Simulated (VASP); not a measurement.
# Na2Ca2Se3 (R-3m) in VASP: notebook, part 2 of 2

VASP 6.6.1. The steps go on from the part before.

## 3. Single point, PBE

This run uses another cell than the first one, of 30.85 Å³/atom.

Contents of INCAR:

```
  PREC = Accurate
  ENCUT = 520
  EDIFF = 1E-7
  ISMEAR = 0
  SIGMA = 0.1
  LREAL = F
  LASPH = T
  NELM = 80
  ALGO = Normal
  ISIF = 2
  LWAVE = F
  LCHARG = F
  GGA = PE
  NBANDS = 35
```

Contents of KPOINTS:

```
Automatic mesh
0
Gamma
  3 3 3
```

Contents of POSCAR:

```
Na2Ca2Se3
1.0
    3.6689089911      2.1182455919      4.6309922480
   -3.6689089911      2.1182455919      4.6309922480
    0.0000000000     -4.2364911890      4.6309922456
Na Ca Se
2 2 3
Direct
    0.7221222538      0.7221222538      0.7221222538
    0.2778777462      0.2778777462      0.2778777462
    0.5000000000      0.5000000000      0.5000000000
    0.0000000000      0.0000000000      0.0000000000
    0.0000000000      0.0000000000      0.5000000000
    0.5000000000      0.0000000000      0.0000000000
    0.0000000000      0.5000000000      0.0000000000
```

Potentials or basis: VASP PAW PBE potentials, release 64 (Na_pv, Ca_sv, Se).

Run with:

```sh
> cat potpaw_PBE.64/Na_pv/POTCAR potpaw_PBE.64/Ca_sv/POTCAR potpaw_PBE.64/Se/POTCAR > POTCAR
> mpirun -np 1 vasp_std > vasp.out
```

OUTCAR:

```text
PREC = Accurate
   ENCUT = 520
   EDIFF = 1E-7
   ISMEAR = 0
   LREAL = F
   LASPH = T
   NELM = 80
   ISIF = 2
   GGA = PE

 ion  position               nearest neighbor table
   1  0.722  0.722  0.722-   5 2.62   6 2.62   7 2.62
   2  0.278  0.278  0.278-   5 2.62   6 2.62   7 2.62
   3  0.500  0.500  0.500-
   4  0.000  0.000  0.000-
   5  0.000  0.000  0.500-   1 2.62   2 2.62
   6  0.500  0.000  0.000-   1 2.62   2 2.62
   7  0.000  0.500  0.000-   1 2.62   2 2.62

  LATTYP: Found a trigonal (rhomboedric) cell.
 ALAT       =     6.2764597325
 COS(alpha) =     0.3166009356

  Lattice vectors:

 A1 = (   3.6689089911,   2.1182455919,   4.6309922480)
 A2 = (  -3.6689089911,   2.1182455919,   4.6309922480)
 A3 = (   0.0000000000,  -4.2364911890,   4.6309922456)

Analysis of symmetry for initial positions (statically):
=====================================================================
 Subroutine PRICEL returns:
 Original cell was already a primitive cell.

 Routine SETGRP: Setting up the symmetry group for a
 trigonal (rhombohedral) supercell.

 Subroutine GETGRP returns: Found 12 space group operations
 (whereof 12 operations were pure point group operations)
 out of a pool of 12 trial point group operations.

The static configuration has the point symmetry D_3d.

Analysis of symmetry for dynamics (positions and initial velocities):
=====================================================================
 Subroutine PRICEL returns:
 Original cell was already a primitive cell.

 Routine SETGRP: Setting up the symmetry group for a
 trigonal (rhombohedral) supercell.

 Subroutine GETGRP returns: Found 12 space group operations
 (whereof 12 operations were pure point group operations)
 out of a pool of 12 trial point group operations.

The dynamic configuration has the point symmetry D_3d.

 Subroutine INISYM returns: Found 12 space group operations
 (whereof 12 operations are pure point group operations),
 and found     1 'primitive' translations

----------------------------------------------------------------------------------------

                                     Primitive cell

  volume of cell :     215.9427

  direct lattice vectors                    reciprocal lattice vectors
     3.668908991  2.118245592  4.630992248     0.136280295  0.078681465  0.071978815
    -3.668908991  2.118245592  4.630992248    -0.136280295  0.078681465  0.071978815
     0.000000000 -4.236491189  4.630992246     0.000000000 -0.157362930  0.071978815

  length of vectors
     6.276459732  6.276459732  6.276459732     0.173043467  0.173043467  0.173043467

  position of ions in fractional coordinates (direct lattice)
     0.722122254  0.722122254  0.722122254
     0.277877746  0.277877746  0.277877746
     0.500000000  0.500000000  0.500000000
     0.000000000  0.000000000  0.000000000
     0.000000000  0.000000000  0.500000000
     0.500000000  0.000000000  0.000000000
     0.000000000  0.500000000  0.000000000

  ion indices of the primitive-cell ions
   primitive index   ion index
[... 29 lines left out ...]
 Subroutine IBZKPT returns following result:
 ===========================================

 Found      6 irreducible k-points:

 Following reciprocal coordinates:
            Coordinates               Weight
  0.000000  0.000000  0.000000      1.000000
  0.333333 -0.000000 -0.000000      6.000000
  0.333333  0.333333 -0.000000      6.000000
 -0.333333  0.333333  0.000000      6.000000
  0.333333  0.333333  0.333333      2.000000
 -0.333333  0.333333  0.333333      6.000000
   k-points           NKPTS =      6   k-points in BZ     NKDIM =      6   number of bands    NBANDS=     35
   number of dos      NEDOS =    301   number of ions     NIONS =      7
   total plane-waves  NPLWV = 110592
   dimension x,y,z NGX =    48 NGY =   48 NGZ =   48
   dimension x,y,z NGXF=    96 NGYF=   96 NGZF=   96
   ions per type =               2   2   3
   NGX,Y,Z   is equivalent  to a cutoff of  12.71, 12.71, 12.71 a.u.
   NGXF,Y,Z  is equivalent  to a cutoff of  25.43, 25.43, 25.43 a.u.
 SYSTEM =  unknown system
   PREC   = accura    normal or accurate (medium, high low for compatibility)
   ISTART =      0    job   : 0-new  1-cont  2-samecut
   ICHARG =      2    charge: 1-file 2-atom 10-const
   ISPIN  =      1    spin polarized calculation?
   LNONCOLLINEAR =      F non collinear calculations
   LSORBIT =      F    spin-orbit coupling
   LASPH  =      T    aspherical Exc in radial PAW
   ENCUT  =  520.0 eV  38.22 Ry    6.18 a.u.  11.67 11.67 11.67*2*pi/ulx,y,z
   NELM   =     80;   NELMIN=  2; NELMDL= -5     # of ELM steps
   EDIFF  = 0.1E-06   stopping-criterion for ELM
   LREAL  =      F    real-space projection
   EDIFFG = 0.1E-05   stopping-criterion for IOM
   NSW    =      0    number of steps for IOM
   IBRION =     -1    ionic relax: 0-MD 1-quasi-New 2-CG
   NFREE  =      0    steps in history (QN), initial steepest desc. (CG)
   ISIF   =      2    stress and relaxation
   ISYM   =      2    0-nonsym 1-usesym 2-fastsym
   POTIM  = 0.5000    time-step for ionic-motion
   TEBEG  =    0.0;   TEEND  =   0.0 temperature during run
   PSTRESS=    0.0 pullay stress
   NELECT =      52.0000    total number of electrons
   NUPDOWN=      -1.0000    fix difference up-down
   EMIN   =  10.00;   EMAX   =-10.00  energy-range for DOS
   EFERMI =   0.00;   METHOD = LEGACY
   ISMEAR =     0;   SIGMA  =   0.10  broadening in eV -4-tet -1-fermi 0-gaus
   EFERMI_NEDOS =   21; number of points for ismear=-14 and -15
   IALGO  =     38    algorithm
   IMIX   =      4    mixing-type and parameters
     AMIX     =   0.40;   BMIX     =  1.00
     AMIX_MAG =   1.60;   BMIX_MAG =  1.00
  volume/ion in A,a.u.               =      30.85       208.18
  Fermi-wavevector in a.u.,A,eV,Ry     =   1.018505  1.924695 14.114032  1.037352
  Thomas-Fermi vector in A             =   2.151966
   LORBIT       =      0    0 simple, 1 ext, 2 COOP (PROOUT), +10 PAW based schemes
   GGA     = PE    functional components
   LHFCALC =     F    Hartree Fock is set to
   AEXX    =    0.0000 exact exchange contribution
   IVDW    =     0    specifies the selected vdW correction
   LEPSILON=     F    determine dielectric tensor
   LRPA    =     F    only Hartree local field effects (RPA)
 non-spin polarized calculation
 Gauss-broadening in eV      SIGMA  =   0.10
  energy-cutoff  :      520.00
  volume of cell :      215.94
 maximum number of plane-waves:      5831
 NGX is ok and might be reduce to    48
   NGX = 23   NGY = 23   NGZ = 23

 number of electron      51.9999998 magnetization

 Free energy of the ion-electron system (eV)
  ---------------------------------------------------
  ext. energy  EPLUGINS =         0.00000000
  ---------------------------------------------------
  free energy    TOTEN  =       -22.12335535 eV

  energy without entropy =      -22.08185059  energy(sigma->0) =      -22.10260297

 E-fermi :   1.9105     XC(G=0):  -7.9196

 val. band max:        1.8964751987   @ k =   0.3333  -0.0000  -0.0000
 cond. band min:       1.9219294563   @ k =   0.3333   0.3333   0.3333
 fundamental gap:      0.0254542576
 Fermi energy:         1.9104613849

 k-point     1 :       0.0000    0.0000    0.0000
  band No.  band energies     occupation
      1     -41.4766      2.00000
      2     -39.3996      2.00000
      3     -22.6558      2.00000
      4     -22.3259      2.00000
      5     -22.3259      2.00000
      6     -22.1913      2.00000
[... 217 lines left out ...]
     34       4.9692      0.00000
     35       5.4800      0.00000

------------------------ aborting loop because EDIFF is reached ----------------------------------------

  FORCE on cell =-STRESS in cart. coord.  units (eV):
  Direction    XX          YY          ZZ          XY          YZ          ZX
  --------------------------------------------------------------------------------------
  -------------------------------------------------------------------------------------
  Total        0.1457863      0.1457863      0.0980735      0.0000000      0.0000000     -0.0000000
  in kB        1.0816549      1.0816549      0.7276522      0.0000000      0.0000000     -0.0000000
  external PRESSURE =       0.9636540 kB  Pullay stress =       0.0000000 kB

 VOLUME and BASIS-vectors are now :
 -----------------------------------------------------------------------------
  energy-cutoff  :      520.00
  volume of cell :      215.94
      direct lattice vectors                 reciprocal lattice vectors
     3.668908991  2.118245592  4.630992248     0.136280295  0.078681465  0.071978815
    -3.668908991  2.118245592  4.630992248    -0.136280295  0.078681465  0.071978815
     0.000000000 -4.236491189  4.630992246     0.000000000 -0.157362930  0.071978815

 POSITION                                       TOTAL-FORCE (eV/Angst)
 -----------------------------------------------------------------------------------
      0.00000     -0.00000     10.03243        -0.000000      0.000000     -0.007900
      0.00000     -0.00000      3.86055        -0.000000     -0.000000      0.007900
      0.00000     -0.00000      6.94649        -0.000000      0.000000     -0.000000
      0.00000      0.00000      0.00000        -0.000000      0.000000     -0.000000
      0.00000     -2.11825      2.31550         0.000000      0.000000     -0.000000
      1.83445      1.05912      2.31550         0.000000     -0.000000     -0.000000
     -1.83445      1.05912      2.31550         0.000000      0.000000     -0.000000
 -----------------------------------------------------------------------------------
    total drift:                                0.000000     -0.000000      0.000000

  FREE ENERGIE OF THE ION-ELECTRON SYSTEM (eV)
  ---------------------------------------------------
  free  energy   TOTEN  =       -22.1233553544 eV

  energy  without entropy=      -22.0818505932  energy(sigma->0) =      -22.10260297
```

It took 52 s on 1 thread of AMD EPYC 7R13 (Zen 3), shared host; peak memory 0.31 GiB.

Results:

- Free energy: -22.1234 eV
- Pressure: 0.1 GPa
- Largest force: 0.008 eV/Å
- Band gap on the k mesh: zero (bands 26 and 27 overlap by 0.10 eV)

Forces on the atoms (eV/Å):
```
Na   0.000  0.000 -0.008
Na   0.000  0.000  0.008
Ca   0.000  0.000  0.000
Ca   0.000  0.000  0.000
Se   0.000  0.000  0.000
Se   0.000  0.000  0.000
Se   0.000  0.000  0.000
```

Caveat: the k points lie up to 0.36 Å⁻¹ apart; semilocal functionals underestimate gaps, and a narrow one can read as zero.

## 4. Relaxation of cell and atoms, PBE

Contents of INCAR:

```
SYSTEM = Na2Ca2Se3
  ALGO = Normal
  EDIFF = 1E-7
  EDIFFG = -0.04
  ENCUT = 600
  GGA = PE
  IBRION = 2
  ISIF = 3
  ISMEAR = 0
  LASPH = .TRUE.
  LCHARG = .FALSE.
  LREAL = .FALSE.
  LWAVE = .FALSE.
  NELM = 80
  NSW = 90
  PREC = Accurate
  SIGMA = 0.1
```

Contents of KPOINTS:

```
k-points
0
G
  3 3 3
  0 0 0
```

Contents of POSCAR:

```
Na2Ca2Se3
1.0
    3.4245369200      1.9771573100      4.4795020000
   -3.4245369200      1.9771573100      4.4795020000
    0.0000000000     -3.9543146300      4.4795020000
Na Ca Se
2 2 3
Direct
    0.7247977800      0.7247977800      0.7247977800
    0.2752022200      0.2752022200      0.2752022200
    0.5000000000      0.5000000000      0.5000000000
    0.0000000000      0.0000000000      0.0000000000
    0.0000000000      0.0000000000      0.5000000000
    0.5000000000      0.0000000000      0.0000000000
    0.0000000000      0.5000000000      0.0000000000
```

Run with:

```sh
> cat potpaw_PBE.64/Na_pv/POTCAR potpaw_PBE.64/Ca_sv/POTCAR potpaw_PBE.64/Se/POTCAR > POTCAR
> mpirun -np 1 vasp_std > vasp.out
```

It took 1.8 min on 1 thread of AMD EPYC 7R13 (Zen 3), shared host; peak memory 0.32 GiB.

It converged, with:

```yaml
Free_energy: -22.1168 eV
Relaxed_volume: 30.58 Å³/atom
Relaxed_cell: a = 6.300 Å, b = 6.300 Å, c = 6.300 Å, α = 70.17°, β = 70.17°, γ = 70.17°
Space_group_after_relaxing_to_0.1_Å: R-3m (No. 166)
Energy_gained_by_relaxing: 102.0 meV/atom
Ionic_steps: 3
Pressure_after_relaxing: 0.0 GPa
Largest_force_after_relaxing: 0.003 eV/Å
Band_gap_on_the_k_mesh: zero (bands 26 and 27 overlap by 0.12 eV)
```

Forces in eV/Å, atoms in the order of the input:
```
Na   0.000  0.000  0.003
Na   0.000  0.000 -0.003
Ca   0.000  0.000  0.000
Ca   0.000  0.000  0.000
Se   0.000  0.000  0.000
Se   0.000  0.000  0.000
Se   0.000  0.000  0.000
```

Stress tensor (GPa, compression positive):
```
 0.09  0.00  0.00
 0.00  0.09  0.00
 0.00  0.00 -0.19
```

The path:
| step | energy change (eV) | largest force (eV/Å) | pressure (GPa) | volume (Å³) |
| --- | --- | --- | --- | --- |
| 1 | 0.0000 | 1.5034 | 7.13 | 181.98 |
| 2 | -0.7142 | 0.0082 | -0.02 | 214.19 |
| 3 | -0.7142 | 0.0032 | 0.00 | 214.03 |

Final structure:
```
Na Ca Se
1.0
     3.62113    2.09066    4.71198
    -3.62113    2.09066    4.71198
     0.00000   -4.18132    4.71198
Na Ca Se
2 2 3
Direct
  0.71942 0.71942 0.71942
  0.28058 0.28058 0.28058
  0.50000 0.50000 0.50000
  0.00000 0.00000 0.00000
  0.00000 0.00000 0.50000
  0.50000 0.00000 0.00000
  0.00000 0.50000 0.00000
```

Levels at points of the mesh, in eV from the Fermi level:
```
           k point  band 22  band 23  band 24  band 25  band 26  band 27  band 28  band 29  band 30  band 31
(0.00, 0.00, 0.00)    -1.92    -1.92    -1.15    -0.30     0.12     0.12     0.76     0.76     1.64     1.93
```

Caveat: the k points lie up to 0.37 Å⁻¹ apart in the final cell; the volume moved by over 15 % at a fixed basis, so the end points are rough; semilocal functionals underestimate gaps, and a narrow one can read as zero.

## 5. Overview

| task | cell | cutoff (eV) | gap on the mesh (eV) | pressure (GPa) | largest force (eV/Å) |
| --- | --- | --- | --- | --- | --- |
| single point | a = 5.975 Å, angles 69.9°, 7 atoms, atomic positions A | 520 | none | 7.1 | 1.50 |
| single point | a = 6.276 Å, angles 71.5°, 7 atoms, atomic positions B | 520 | none | 0.1 | 0.01 |
| relaxation of cell and atoms | relaxed from a = 5.975 Å, angles 69.9°, 7 atoms, atomic positions A | 600 | none | 0.0 | - |

Alike in all rows: level PBE; potentials or basis VASP PAW PBE potentials, release 64 (Na_pv, Ca_sv, Se); no spin polarisation; k mesh 3 × 3 × 3; smearing gaussian 0.1 eV.

Caveats: all runs use coarse meshes; semilocal functionals underestimate gaps, and a narrow one can read as zero; forces of over 1 eV/Å act on the atoms, so gaps and moduli don't describe the material at rest (at least some runs); the volume moved by over 15 % at a fixed basis, so the end points are rough (at least some runs).

Total energies depend on the potentials used, so only differences within one code and one set of settings carry meaning.

The gap in the log of VASP goes by the Fermi energy; the results here count the filled bands.